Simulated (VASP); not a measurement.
CdSe: single point with PBE

Crystal: CdSe.

```
Cd Se
1.0
     3.91468    0.00000    0.00000
    -1.95734    3.39021    0.00000
     0.00000    0.00000    6.44979
Cd Se
2 2
Direct
  0.00000 0.00000 0.00000
  0.00000 0.00000 0.50000
  0.33333 0.66667 0.75000
  0.66667 0.33333 0.25000
```

```json
{
 "Program": "VASP 6.6.1",
 "Task": "single point",
 "Functional": "PBE",
 "Potentials or basis": "VASP PAW PBE potentials, release 64 (Cd, Se)",
 "Cutoff": "520 eV",
 "k mesh": "6 × 6 × 4",
 "Occupations": "gaussian, width 0.1 eV",
 "Spin": "no spin polarisation",
 "Dipole correction": "no",
 "Further INCAR settings": "ALGO = Normal; EDIFF = 1e-06; NBANDS = 26"
}
```

```yaml
Pressure: 9.3 GPa
Band_gap_on_the_k_mesh: 0.25 eV (least direct gap 0.30 eV)
```

Stress tensor (GPa, compression positive):
```
9.09 0.00 0.00
0.00 9.09 0.00
0.00 0.00 9.87
```

Levels at points of the mesh, in eV from the valence-band top:
| k point | band 15 | band 16 | band 17 | band 18 | band 19 | band 20 | band 21 | band 22 |
| --- | --- | --- | --- | --- | --- | --- | --- | --- |
| (0.00, 0.00, 0.00) | -0.85 | -0.84 | -0.03 | -0.03 | 0.27 | 2.80 | 6.09 | 6.09 |
| (0.50, 0.00, 0.00) | -3.52 | -2.45 | -1.91 | -0.04 | 2.31 | 3.22 | 3.25 | 5.23 |
| (0.00, 0.00, 0.50) | -0.40 | -0.40 | -0.40 | -0.40 | 2.78 | 2.78 | 6.46 | 6.46 |
| (0.50, 0.00, 0.50) | -1.55 | -1.55 | -1.43 | -1.43 | 1.64 | 1.64 | 5.27 | 5.27 |

Run time: 52 s on 1 thread of Intel Xeon 8259CL, with other jobs on the host, peak memory 0.21 GiB.

Caveat: the cell stands under pressure. A k mesh can miss the band edges.
